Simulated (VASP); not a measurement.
Runs of VASP 6.6.1 on C. The structure is that of space group Fd-3m (No. 227), or close to it. The cells are those of the table. 

| cell | gap on the mesh (eV) | pressure (GPa) |
| --- | --- | --- |
| a = 2.524, b = 2.524, c = 2.421 Å, angles 61.3, 61.3, 57.3°, 2 atoms | (d) | (c) |
| a = 2.674, b = 2.674, c = 2.623 Å, angles 60.6, 60.6, 58.7°, 2 atoms | 3.26 | -54.3 |
| a = 2.674, b = 2.674, c = 2.724 Å, angles 59.4, 59.4, 61.2°, 2 atoms | 2.79 | -62.2 |
| a = 2.573, b = 2.573, c = 2.623 Å, angles 59.4, 59.4, 61.3°, 2 atoms | 2.93 | -33.3 |
| a = 2.573, b = 2.573, c = 2.522 Å, angles 60.7, 60.7, 58.7°, 2 atoms | 3.46 | (a) |
| a = 2.625, b = 2.625, c = 2.522 Å, angles 61.3, 61.3, 57.4°, 2 atoms | 2.94 | (b) |

Alike in all rows: task single point; level PBEsol; potentials or basis VASP PAW PBE potentials, release 64 (C); no spin polarisation; k mesh 12 × 12 × 12; cutoff (eV) 520; smearing gaussian 0.05 eV.

Task: Fill in the values left out.

Result: (a) -19.7; (b) -32.7; (c) 16.4; (d) 3.11.

Caveats: the PAW data sets were made with another functional, which shifts forces and pressure a little; the cell stands under tension (at least some runs); the cell stands under pressure (at least some runs).

A k mesh can miss the band edges.
